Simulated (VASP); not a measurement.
# Zr3S2 (P4/mbm) in VASP: further runs

Zr3S2 is run at these levels: PBE; tasks: single point.

All numbers are computed with VASP 6.6.1; they aren't measurements. Logs are shortened: lines on timing, memory, paths and dates and some standing lists are left out, and cuts for length are marked.

### 1 The cell of the first run

The structure is tetragonal, space group P4/mbm (No. 127). Conventional cell: a = 7.128 Å, b = 7.128 Å, c = 3.500 Å, α = 90.00°, β = 90.00°, γ = 90.00°. Within 3.5 Å of Zr (site symmetry m2m) lie 6 S at 2.61 to 2.81 Å and 7 Zr at 3.20 to 3.50 Å. Within 3.6 Å of Zr (site symmetry 4/m) lie 4 S at 2.72 Å and 10 Zr at 3.20 to 3.50 Å. Within 3.5 Å of S (site symmetry m2m) lie 8 Zr at 2.61 to 2.81 Å and 3 S at 3.01 to 3.50 Å.

### 2 Single point, PBE

Input file INCAR:

```
PREC = Accurate
ENCUT = 520
EDIFF = 1E-6
ISMEAR = 0
SIGMA = 0.2
LREAL = F
LASPH = T
NELM = 80
ALGO = Normal
ISIF = 2
LWAVE = F
LCHARG = F
GGA = PE
NBANDS = 59
```

Input file KPOINTS:

```
regular mesh
0
Gamma
  3 3 4
```

Input file POSCAR:

```
Zr3S2
1.0
    7.1281041409      0.0000000000      0.0000000000
    0.0000000000      7.1281041409      0.0000000000
    0.0000000000      0.0000000000      3.4999678470
Zr S
6 4
Direct
    0.3412539603      0.1587460397      0.5000000000
    0.6587460397      0.8412539603      0.5000000000
    0.8412539603      0.3412539603      0.5000000000
    0.1587460397      0.6587460397      0.5000000000
    0.0000000000      0.0000000000      0.0000000000
    0.5000000000      0.5000000000      0.0000000000
    0.1494384005      0.3505615995      0.0000000000
    0.8505615995      0.6494384005      0.0000000000
    0.3505615995      0.8505615995      0.0000000000
    0.6494384005      0.1494384005      0.0000000000
```

Potentials or basis: VASP PAW PBE potentials, release 64 (Zr_sv, S).

Started as:

```bash
cat potpaw_PBE.64/Zr_sv/POTCAR potpaw_PBE.64/S/POTCAR > POTCAR
mpirun -np 1 vasp_std > vasp.out
```

OUTCAR:

```text
PREC = Accurate
   ENCUT = 520
   EDIFF = 1E-6
   ISMEAR = 0
   LREAL = F
   LASPH = T
   NELM = 80
   ISIF = 2
   GGA = PE

 ion  position               nearest neighbor table
   1  0.341  0.159  0.500-   7 2.61   7 2.61  10 2.81   9 2.81   9 2.81  10 2.81   2 3.20   6 3.20
                             6 3.20   5 3.20   5 3.20   3 3.79   4 3.79   4 3.79   3 3.79
   2  0.659  0.841  0.500-   8 2.61   8 2.61  10 2.81   9 2.81   9 2.81  10 2.81   1 3.20   6 3.20
                             6 3.20   5 3.20   5 3.20   3 3.79   4 3.79   3 3.79   4 3.79
   3  0.841  0.341  0.500-  10 2.61  10 2.61   7 2.81   7 2.81   8 2.81   8 2.81   4 3.20   6 3.20
                             6 3.20   5 3.20   5 3.20   2 3.79   1 3.79   2 3.79   1 3.79
   4  0.159  0.659  0.500-   9 2.61   9 2.61   7 2.81   7 2.81   8 2.81   8 2.81   3 3.20   6 3.20
                             6 3.20   5 3.20   5 3.20   2 3.79   1 3.79   1 3.79   2 3.79
   5  0.000  0.000  0.000-   7 2.72   8 2.72   9 2.72  10 2.72   1 3.20   2 3.20   3 3.20   4 3.20
                             1 3.20   2 3.20   3 3.20   4 3.20
   6  0.500  0.500  0.000-   7 2.72   8 2.72   9 2.72  10 2.72   1 3.20   2 3.20   3 3.20   4 3.20
                             1 3.20   2 3.20   3 3.20   4 3.20
   7  0.149  0.351  0.000-   1 2.61   1 2.61   6 2.72   5 2.72   4 2.81   3 2.81   3 2.81   4 2.81

   8  0.851  0.649  0.000-   2 2.61   2 2.61   6 2.72   5 2.72   4 2.81   3 2.81   3 2.81   4 2.81

   9  0.351  0.851  0.000-   4 2.61   4 2.61   6 2.72   5 2.72   1 2.81   1 2.81   2 2.81   2 2.81

  10  0.649  0.149  0.000-   3 2.61   3 2.61   6 2.72   5 2.72   1 2.81   1 2.81   2 2.81   2 2.81

  LATTYP: Found a simple tetragonal cell.
 ALAT       =     7.1281041409
 C/A-ratio  =     0.4910096398

  Lattice vectors:

 A1 = (   7.1281041409,   0.0000000000,   0.0000000000)
 A2 = (   0.0000000000,   7.1281041409,   0.0000000000)
 A3 = (   0.0000000000,   0.0000000000,   3.4999678470)

Analysis of symmetry for initial positions (statically):
=====================================================================
 Subroutine PRICEL returns:
 Original cell was already a primitive cell.

 Routine SETGRP: Setting up the symmetry group for a
 simple tetragonal supercell.

 Subroutine GETGRP returns: Found 16 space group operations
 (whereof  8 operations were pure point group operations)
 out of a pool of 16 trial point group operations.

The static configuration has the point symmetry C_4h.
 The point group associated with its full space group is D_4h.

Analysis of symmetry for dynamics (positions and initial velocities):
=====================================================================
 Subroutine PRICEL returns:
 Original cell was already a primitive cell.

 Routine SETGRP: Setting up the symmetry group for a
 simple tetragonal supercell.
[... 120 lines left out ...]
   EFERMI =   0.00;   METHOD = LEGACY
   ISMEAR =     0;   SIGMA  =   0.20  broadening in eV -4-tet -1-fermi 0-gaus
   EFERMI_NEDOS =   21; number of points for ismear=-14 and -15
   IALGO  =     38    algorithm
   IMIX   =      4    mixing-type and parameters
     AMIX     =   0.40;   BMIX     =  1.00
     AMIX_MAG =   1.60;   BMIX_MAG =  1.00
  volume/ion in A,a.u.               =      17.78       120.01
  Fermi-wavevector in a.u.,A,eV,Ry     =   1.332993  2.518992 24.175788  1.776870
  Thomas-Fermi vector in A             =   2.461885
   LORBIT       =      0    0 simple, 1 ext, 2 COOP (PROOUT), +10 PAW based schemes
   GGA     = PE    functional components
   LHFCALC =     F    Hartree Fock is set to
   AEXX    =    0.0000 exact exchange contribution
   IVDW    =     0    specifies the selected vdW correction
   LEPSILON=     F    determine dielectric tensor
   LRPA    =     F    only Hartree local field effects (RPA)
 non-spin polarized calculation
 Gauss-broadening in eV      SIGMA  =   0.20
  energy-cutoff  :      520.00
  volume of cell :      177.83
 maximum number of plane-waves:      4829
 NGX is ok and might be reduce to    54
   NGX = 27   NGY = 27   NGZ = 13

 number of electron      96.0000005 magnetization

 Free energy of the ion-electron system (eV)
  ---------------------------------------------------
  ext. energy  EPLUGINS =         0.00000000
  ---------------------------------------------------
  free energy    TOTEN  =       -79.34598158 eV

  energy without entropy =      -79.23155587  energy(sigma->0) =      -79.28876873

 E-fermi :  10.9441     XC(G=0): -11.6698

 val. band max:       10.9308298401   @ k =   0.0000   0.0000   0.5000
 cond. band min:      10.9577874057   @ k =   0.0000   0.0000   0.5000
 fundamental gap:      0.0269575656
 Fermi energy:        10.9441038936

 k-point     1 :       0.0000    0.0000    0.0000
  band No.  band energies     occupation
      1     -38.3799      2.00000
      2     -38.3602      2.00000
      3     -38.3413      2.00000
      4     -38.3413      2.00000
      5     -37.7023      2.00000
      6     -37.6950      2.00000
[... 547 lines left out ...]
     58      13.6957      0.00000
     59      13.8115      0.00000

------------------------ aborting loop because EDIFF is reached ----------------------------------------

  FORCE on cell =-STRESS in cart. coord.  units (eV):
  Direction    XX          YY          ZZ          XY          YZ          ZX
  --------------------------------------------------------------------------------------
  -------------------------------------------------------------------------------------
  Total        0.0819148      0.0819148     -0.1041930      0.0000000     -0.0000000     -0.0000000
  in kB        0.7380072      0.7380072     -0.9387217      0.0000000     -0.0000000     -0.0000000
  external PRESSURE =       0.1790976 kB  Pullay stress =       0.0000000 kB

 VOLUME and BASIS-vectors are now :
 -----------------------------------------------------------------------------
  energy-cutoff  :      520.00
  volume of cell :      177.83
      direct lattice vectors                 reciprocal lattice vectors
     7.128104141  0.000000000  0.000000000     0.140289757  0.000000000  0.000000000
     0.000000000  7.128104141  0.000000000     0.000000000  0.140289757  0.000000000
     0.000000000  0.000000000  3.499967847     0.000000000  0.000000000  0.285716910

 POSITION                                       TOTAL-FORCE (eV/Angst)
 -----------------------------------------------------------------------------------
      2.43249      1.13156      1.74998        -0.006583      0.006583     -0.000000
      4.69561      5.99655      1.74998         0.006583     -0.006583      0.000000
      5.99655      2.43249      1.74998        -0.006583     -0.006583     -0.000000
      1.13156      4.69561      1.74998         0.006583      0.006583     -0.000000
      0.00000      0.00000      0.00000        -0.000000     -0.000000     -0.000000
      3.56405      3.56405      0.00000        -0.000000     -0.000000     -0.000000
      1.06521      2.49884      0.00000        -0.037755      0.037755      0.000000
      6.06289      4.62926      0.00000         0.037755     -0.037755     -0.000000
      2.49884      6.06289      0.00000         0.037755      0.037755      0.000000
      4.62926      1.06521      0.00000        -0.037755     -0.037755     -0.000000
 -----------------------------------------------------------------------------------
    total drift:                                0.000000      0.000000     -0.000000

  FREE ENERGIE OF THE ION-ELECTRON SYSTEM (eV)
  ---------------------------------------------------
  free  energy   TOTEN  =       -79.3459815812 eV

  energy  without entropy=      -79.2315558703  energy(sigma->0) =      -79.28876873
```

It took 65 s on 1 thread of Intel Xeon 6975P-C (Granite Rapids), shared host; peak memory 0.29 GiB.

Results:

- Free energy: -79.3460 eV
- Pressure: 0.0 GPa
- Largest force: 0.053 eV/Å
- Band gap on the k mesh: zero (bands 48 and 49 overlap by 0.04 eV)

Forces in eV/Å, atoms in the order of the input:
```
Zr  -0.007  0.007  0.000
Zr   0.007 -0.007  0.000
Zr  -0.007 -0.007  0.000
Zr   0.007  0.007  0.000
Zr   0.000  0.000  0.000
Zr   0.000  0.000  0.000
S   -0.038  0.038  0.000
S    0.038 -0.038  0.000
S    0.038  0.038  0.000
S   -0.038 -0.038  0.000
```

Stress tensor (GPa, compression positive):
```
 0.07  0.00  0.00
 0.00  0.07  0.00
 0.00  0.00 -0.09
```

Levels at points of the mesh, in eV from the Fermi level:
```
           k point  band 45  band 46  band 47  band 48  band 49  band 50  band 51  band 52
(0.00, 0.00, 0.00)    -0.31    -0.26    -0.26    -0.05     0.42     0.42     0.45     0.93
(0.00, 0.00, 0.50)    -0.80    -0.44    -0.44    -0.23    -0.01     0.01     0.79     0.79
```

Caveat: the k points lie up to 0.45 Å⁻¹ apart.

### 3 Single point, PBE

Input file INCAR:

```
SYSTEM = Zr3S2
ALGO = Normal
EDIFF = 1E-6
ENCUT = 520
GGA = PE
ISIF = 2
ISMEAR = 0
LASPH = .True.
LCHARG = .False.
LREAL = .False.
LWAVE = .False.
NBANDS = 59
NELM = 80
PREC = Accurate
SIGMA = 0.2
```

Input file KPOINTS:

```
k-points
0
Gamma
  6 4 4
  0 0 0
```

Input file POSCAR:

```
Zr3S2
1.0
    0.0000000000      0.0000000000      3.4701650791
    7.1526274937      0.0000000000      0.0000000000
    0.0000000000      7.1526274937      0.0000000000
Zr S
6 4
Direct
    0.5000000000      0.3423302155      0.1576697845
    0.5000000000      0.6576697845      0.8423302155
    0.5000000000      0.8423302155      0.3423302155
    0.5000000000      0.1576697845      0.6576697845
    0.0000000000      0.0000000000      0.0000000000
    0.0000000000      0.5000000000      0.5000000000
    0.0000000000      0.1485536463      0.3514463537
    0.0000000000      0.8514463537      0.6485536463
    0.0000000000      0.3514463537      0.8514463537
    0.0000000000      0.6485536463      0.1485536463
```

Potentials or basis: VASP PAW PBE potentials, release 64 (Zr_sv, S).

Started as:

```bash
cat potpaw_PBE.64/Zr_sv/POTCAR potpaw_PBE.64/S/POTCAR > POTCAR
mpirun -np 1 vasp_std > vasp.out
```

Wall time 2.1 min (1 thread of Intel Xeon 6975P-C (Granite Rapids), shared host); peak memory 0.35 GiB.

It converged, with:

```yaml
Free_energy: -79.3690 eV
Pressure: 0.1 GPa
Largest_force: 0.019 eV/Å
Band_gap_on_the_k_mesh: zero (bands 48 and 49 overlap by 0.18 eV)
```

Forces in eV/Å, atoms in the order of the input:
```
Zr   0.003 -0.003  0.000
Zr  -0.003  0.003  0.000
Zr   0.003  0.003  0.000
Zr  -0.003 -0.003  0.000
Zr   0.000  0.000  0.000
Zr   0.000  0.000  0.000
S   -0.013  0.013  0.000
S    0.013 -0.013  0.000
S    0.013  0.013  0.000
S   -0.013 -0.013  0.000
```

Stress tensor (GPa, compression positive):
```
 0.22  0.00  0.00
 0.00  0.22  0.00
 0.00  0.00 -0.12
```

Levels at points of the mesh, in eV from the Fermi level:
| k point | band 46 | band 47 | band 48 | band 49 | band 50 | band 51 |
| --- | --- | --- | --- | --- | --- | --- |
| (0.00, 0.00, 0.00) | -0.36 | -0.36 | -0.05 | 0.49 | 0.49 | 0.49 |
| (0.50, 0.00, 0.00) | -0.51 | -0.51 | -0.32 | -0.01 | 0.02 | 0.76 |
| (0.00, 0.50, 0.00) | -0.76 | -0.13 | -0.13 | 0.26 | 0.26 | 0.69 |
| (0.50, 0.50, 0.00) | -0.65 | -0.53 | -0.53 | 0.92 | 0.92 | 1.01 |
| (0.00, 0.50, 0.50) | -0.68 | -0.35 | -0.35 | 0.53 | 0.53 | 0.92 |
| (0.50, 0.50, 0.50) | -1.31 | -0.75 | -0.75 | 1.43 | 1.43 | 1.66 |
